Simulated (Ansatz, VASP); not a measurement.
# Two plane-wave programs on WSe2

```
CELL_PARAMETERS angstrom
3.27021 0.00000 0.00000
-1.63511 2.83209 0.00000
0.00000 0.00000 16.66114
ATOMIC_POSITIONS crystal
W 0.95115 0.90230 0.00000
Se 0.33333 0.66667 0.10040
Se 0.33333 0.66667 0.89960
```

Alike in both runs: task single point; functional PBEsol; k mesh 9 × 9 × 2; occupations gaussian, width 0.05 eV; no spin polarisation.

|  | VASP | Ansatz |
| --- | --- | --- |
| version | VASP 6.6.1 | Ansatz 0.2.0 |
| potentials or method | VASP PAW PBE potentials, release 64 (W_sv, Se), cutoff 520 eV | scalar-relativistic, plane waves, PAW |
| valence electrons in the cell | 26 | 46 |

Ansatz gave:

```
gap on the k mesh at the Fermi level (eV) : 1.37
least direct gap on the mesh (eV)         : 1.59
rms of the force components (eV/Å)        : 1.890
```

**Question.** Which values does VASP return?

**Answer.** gap on the k mesh at the Fermi level (eV): 1.37; least direct gap on the mesh (eV): 1.59; rms of the force components (eV/Å): 1.903.

VASP's potentials were made for PBE, not for PBEsol, and Ansatz warns of the same on its side. Atom by atom the forces differ by 0.032 eV/Å (rms over components). With one functional, cell and mesh, what is left measures potentials, basis and numerics. VASP's potentials hold 26 valence electrons a cell and Ansatz's 46, so a difference there can come from the potentials and not from the codes.

Neither program's run includes spin-orbit coupling.
